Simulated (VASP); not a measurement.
A run of VASP 6.6.1 is set up as follows.

The input INCAR:

```
ALGO = Normal
EDIFF = 1E-6
ENCUT = 520
GGA = PE
ISIF = 2
ISMEAR = 0
LASPH = T
LCHARG = F
LREAL = F
LWAVE = F
NBANDS = 16
NELM = 60
PREC = Accurate
SIGMA = 0.15
```

The input KPOINTS:

```
k-points
0
Gamma
  16 16 16
```

Contents of POSCAR:

```
InAs
1.0
    0.0000000000      3.1397803528      3.1861810476
    3.1397803528      0.0000000000      3.1861810476
    3.1397803528      3.1397803528      0.0000000000
In As
1 1
Direct
    0.0000000000      0.0000000000      0.0000000000
    0.7500000000      0.7500000000      0.7500000000
```

Potentials or basis: VASP PAW PBE potentials, release 64 (In_d, As).

Launch:

```bash
$ cat potpaw_PBE.64/In_d/POTCAR potpaw_PBE.64/As/POTCAR > POTCAR
$ mpirun -np 1 vasp_std > vasp.out
```

(1) Estimate the band gap on the k mesh.

(2) Predict the pressure.

Answers

(1) zero (filled and empty bands touch).

(2) -2.5 GPa.

Caveat: the cell differs from its parent crystal (strain +0.015 along x and y, +0.030 along z); semilocal functionals underestimate gaps, so a narrow gap can read as zero; spin-orbit coupling is left out, which moves the levels of the heavy elements.
